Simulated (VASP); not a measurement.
# B6I (P-3m1) in VASP: a series of runs, part 2 of 2

VASP 6.6.1.

**4. Relaxation of cell and atoms, PBE**

The input, INCAR:

```
SYSTEM = B6I
  PREC = Accurate
  ENCUT = 600
  EDIFF = 1E-7
  ISMEAR = 0
  SIGMA = 0.1
  LREAL = .FALSE.
  LASPH = .TRUE.
  NELM = 60
  ALGO = Normal
  ISIF = 3
  LWAVE = .FALSE.
  LCHARG = .FALSE.
  GGA = PE
  IBRION = 2
  NSW = 90
  EDIFFG = -0.04
```

The input, KPOINTS:

```
regular mesh
0
G
  6 6 4
  0 0 0
```

The input, POSCAR:

```
B6I
1.0
    4.3017913400      0.0000000000      0.0000000000
   -2.1508956700      3.7254605800      0.0000000000
    0.0000000000      0.0000000000      5.7635333300
B I
6 1
Direct
    0.2305270000      0.7694730000      0.7269067500
    0.2305270000      0.4610540000      0.7269067500
    0.5389460000      0.7694730000      0.7269067500
    0.7694730000      0.2305270000      0.2730932500
    0.4610540000      0.2305270000      0.2730932500
    0.7694730000      0.5389460000      0.2730932500
    0.0000000000      0.0000000000      0.5000000000
```

Potentials or basis: VASP PAW PBE potentials, release 64 (B, I).

Started as:

```console
> cat potpaw_PBE.64/B/POTCAR potpaw_PBE.64/I/POTCAR > POTCAR
> mpirun -np 1 vasp_std > vasp.out
```

OUTCAR:

```text
SYSTEM = B6I
   PREC = Accurate
   ENCUT = 600
   EDIFF = 1E-7
   ISMEAR = 0
   LREAL = .FALSE.
   LASPH = .TRUE.
   NELM = 60
   ISIF = 3
   GGA = PE
   IBRION = 2
   NSW = 90
   EDIFFG = -0.04

 ion  position               nearest neighbor table
   1  0.231  0.769  0.727-   2 1.33   3 1.33   7 2.16
   2  0.231  0.461  0.727-   1 1.33   3 1.33   7 2.16
   3  0.539  0.769  0.727-   2 1.33   1 1.33   7 2.16
   4  0.769  0.231  0.273-   6 1.33   5 1.33   7 2.16
   5  0.461  0.231  0.273-   6 1.33   4 1.33   7 2.16
   6  0.769  0.539  0.273-   4 1.33   5 1.33   7 2.16
   7  0.000  0.000  0.500-   2 2.16   6 2.16   5 2.16   3 2.16   1 2.16   4 2.16

  LATTYP: Found a hexagonal cell.
 ALAT       =     4.3017913400
 C/A-ratio  =     1.3397984408

  Lattice vectors:

 A1 = (   4.3017913400,   0.0000000000,   0.0000000000)
[... 760 lines left out ...]
      6      -4.0742      2.00000
[... 8 lines left out ...]
     15       4.7062      0.00000
     16       5.6058      0.00000

[... ionic steps 4 to 38 ...]

--------------------------------------- Ionic step       39  -------------------------------------------

 number of electron      25.0000002 magnetization

------------------------ aborting loop because EDIFF is reached ----------------------------------------
[... 77 lines left out ...]
--------------------------------------- Ionic step       41  -------------------------------------------

 number of electron      25.0000002 magnetization

 Free energy of the ion-electron system (eV)
  ---------------------------------------------------
  ext. energy  EPLUGINS =         0.00000000
  ---------------------------------------------------
  free energy    TOTEN  =       -28.15264905 eV

  energy without entropy =      -28.14346907  energy(sigma->0) =      -28.14805906

 E-fermi :   1.4427     XC(G=0):  -8.1507

 val. band max:        1.4392661838   @ k =   0.3333  -0.0000   0.0000
 cond. band min:       1.4815195712   @ k =   0.0000   0.3333   0.2500
 fundamental gap:      0.0422533873
 Fermi energy:         1.4427046847

 k-point     1 :       0.0000    0.0000    0.0000
  band No.  band energies     occupation
      1     -14.1826      2.00000
      2      -8.6445      2.00000
      3      -8.4131      2.00000
      4      -5.3765      2.00000
      5      -5.3765      2.00000
      6      -4.3323      2.00000
[... 479 lines left out ...]
  FREE ENERGIE OF THE ION-ELECTRON SYSTEM (eV)
  ---------------------------------------------------
  free  energy   TOTEN  =       -28.1526490547 eV

  energy  without entropy=      -28.1434690719  energy(sigma->0) =      -28.14805906

 reached required accuracy - stopping structural energy minimisation
```

It took 12 min on 1 thread of Intel Xeon 6975P-C (Granite Rapids), shared host; peak memory 0.28 GiB.

Results:

```yaml
Free_energy: -28.1526 eV
Relaxed_volume: 18.64 Å³/atom
Relaxed_cell: a = 5.263 Å, b = 5.263 Å, c = 5.440 Å, α = 90.00°, β = 90.00°, γ = 120.00°
Space_group_after_relaxing_to_0.05_Å: P-3m1 (No. 164)
Energy_gained_by_relaxing: 985.1 meV/atom
Ionic_steps: 41
Pressure_after_relaxing: 0.0 GPa
Largest_force_after_relaxing: 0.031 eV/Å
```

Forces in eV/Å, atoms in the order of the input:
```
B    0.027 -0.015 -0.004
B    0.000  0.031 -0.004
B   -0.027 -0.015 -0.004
B   -0.027  0.015  0.004
B    0.027  0.015  0.004
B    0.000 -0.031  0.004
I    0.000  0.000  0.000
```

Step by step:
| step | energy change (eV) | largest force (eV/Å) | pressure (GPa) | volume (Å³) |
| --- | --- | --- | --- | --- |
| 1 | 0.0000 | 13.6064 | 56.04 | 92.37 |
| 3 | 11.0387 | 5.0882 | 13.02 | 160.47 |
| 5 | 3.1411 | 6.5271 | 2.63 | 121.09 |
| 7 | -4.1934 | 4.3955 | 12.98 | 99.14 |
| 9 | -6.3030 | 1.3674 | -2.14 | 120.39 |
| 11 | -6.2001 | 1.9998 | 6.59 | 118.31 |
| 13 | -6.4383 | 0.1163 | 0.80 | 120.91 |
| 15 | -6.4944 | 0.3862 | -0.89 | 133.70 |
| 17 | -6.5128 | 0.2972 | -0.91 | 131.82 |
| 19 | -6.5928 | 0.6370 | -3.18 | 138.86 |
| 21 | -6.6301 | 0.4841 | -2.96 | 139.71 |
| 23 | -6.6506 | 0.8109 | -1.60 | 143.09 |
| 25 | -6.6896 | 0.4029 | -2.13 | 140.95 |
| 27 | -6.8130 | 0.3563 | -0.98 | 134.61 |
| 29 | -6.8645 | 0.5673 | -0.52 | 126.57 |
| 31 | -6.8812 | 0.0778 | 0.30 | 127.07 |
| 33 | -6.8855 | 0.0818 | -0.24 | 129.27 |
| 35 | -6.8867 | 0.1273 | 0.08 | 129.31 |
| 37 | -6.8907 | 0.0949 | 0.10 | 129.53 |
| 39 | -6.8933 | 0.0512 | 0.24 | 130.54 |
| 41 | -6.8957 | 0.0309 | 0.04 | 130.51 |

Final structure:
```xyz
7
Lattice="5.2631 0.0000 0.0000 -2.6315 4.5579 0.0000 0.0000 0.0000 5.4403" Properties=species:S:1:pos:R:3 pbc="T T T"
B    -0.7856    3.4922    3.8170
B     0.0000    2.1315    3.8170
B     0.7856    3.4922    3.8170
B     3.4171    1.0657    1.6233
B     1.8459    1.0657    1.6233
B     2.6315    2.4264    1.6233
I     0.0000    0.0000    2.7201
```

Caveat: the volume moved by over 15 % at a fixed basis, so the end points are rough; spin-orbit coupling is left out, which moves the levels of the heavy elements; this functional lacks dispersion, which binds the layers, so the pressure and a relaxed spacing across them are unreliable; an odd number of electrons without spin polarisation forces a metal; a magnetic or distorted state may lie lower.

**5. Overview**

| task | cell | cutoff (eV) | gap on the mesh (eV) | pressure (GPa) | largest force (eV/Å) |
| --- | --- | --- | --- | --- | --- |
| single point | a = 4.302, b = 4.302, c = 5.764 Å, angles 90.0, 90.0, 120.0°, 7 atoms | 520 | none | 56.1 | 13.61 |
| single point | a = 5.243, b = 5.243, c = 5.954 Å, angles 90.0, 90.0, 120.0°, 7 atoms | 520 | none | 0.1 | 0.06 |
| relaxation of cell and atoms | relaxed from a = 4.302, b = 4.302, c = 5.764 Å, angles 90.0, 90.0, 120.0°, 7 atoms | 600 | none | 0.0 | 0.03 |

Alike in all rows: level PBE; potentials or basis VASP PAW PBE potentials, release 64 (B, I); no spin polarisation; k mesh 6 × 6 × 4; smearing gaussian 0.1 eV.

Caveats: spin-orbit coupling is left out, which moves the levels of the heavy elements; this functional lacks dispersion, which binds the layers, so the pressure and a relaxed spacing across them are unreliable; an odd number of electrons without spin polarisation forces a metal; a magnetic or distorted state may lie lower; the volume moved by over 15 % at a fixed basis, so the end points are rough (some runs).

Absolute energies hang on the potentials; compare differences alone.
